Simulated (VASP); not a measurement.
Sb2Au, 3 atoms in the cell. Symmetry: Fm-3m, No. 225, cubic system. Conventional cell: a = 6.520 Å, b = 6.520 Å, c = 6.520 Å, α = 90.00°, β = 90.00°, γ = 90.00°. Sb (site symmetry -43m) has 4 Au at 2.82 Å and 6 Sb at 3.26 Å within 3.7 Å. Au (site symmetry m-3m) has 8 Sb at 2.82 Å within 3.7 Å.  This cell differs from its parent crystal: volume scaled by 0.94.

| Item | Value |
| --- | --- |
| Program | VASP 6.6.1 |
| Task | electric field gradients |
| Functional | LDA |
| Potentials or basis | VASP PAW LDA potentials, release 64 (Sb, Au) |
| Cutoff | 520 eV |
| k mesh | 9 × 9 × 9 |
| Occupations | fermi-dirac, width 0.08 eV |
| Spin | no spin polarisation |
| Dipole correction | no |
| Further INCAR settings | ALGO = Normal; EDIFF = 1e-08; NBANDS = 18 |

Potentials or basis: VASP PAW LDA potentials, release 64 (Sb, Au).

Command:

```sh
$ cat potpaw_LDA.64/Sb/POTCAR potpaw_LDA.64/Au/POTCAR > POTCAR
$ mpirun -np 1 vasp_std > vasp.out
```

Hardware: 1 thread of Intel(R) Xeon(R) 6975P-C (Granite Rapids) (shared host).

How long does it take, and how much memory?

It took 18 s on 1 thread of Intel(R) Xeon(R) 6975P-C (Granite Rapids), on a shared host, peak memory 0.19 GiB. Counts: scf iterations 14, k points 35.
